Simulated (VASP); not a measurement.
Input of a VASP 6.6.1 run:

INCAR

```
PREC = Accurate
ENCUT = 600
EDIFF = 1E-6
ISMEAR = -1
SIGMA = 0.1
LREAL = F
LASPH = T
NELM = 60
ALGO = Normal
ISIF = 4
LWAVE = F
LCHARG = F
GGA = CA
IBRION = 2
NSW = 50
EDIFFG = -0.005
```

Contents of KPOINTS:

```
Automatic mesh
0
Gamma
  11 11 9
```

The input POSCAR:

```
TiB2
1.0
    2.5530203469      0.0000000000      0.0000000000
   -1.2765101734      2.2109804768      0.0000000000
    0.0000000000      0.0000000000      2.6942008676
Ti B
1 2
Direct
    0.0000000000      0.0000000000      0.0000000000
    0.3333333333      0.6666666667      0.5000000000
    0.6666666667      0.3333333333      0.5000000000
```

Potentials or basis: VASP PAW LDA potentials, release 64 (Ti_sv, B).

Command:

```bash
$ cat potpaw_LDA.64/Ti_sv/POTCAR potpaw_LDA.64/B/POTCAR > POTCAR
$ mpirun -np 1 vasp_std > vasp.out
```

What does it give for the band gap on the k mesh?

Zero (bands 9 and 10 overlap by 1.98 eV).

The path:
```tsv
step	energy change (eV)	largest force (eV/Å)	pressure (GPa)	volume (Å³)
1	0.0000	0.0000	332.71	15.21
2	-0.0541	0.0000	329.08	15.21
3	-0.0630	0.0000	330.01	15.21
```
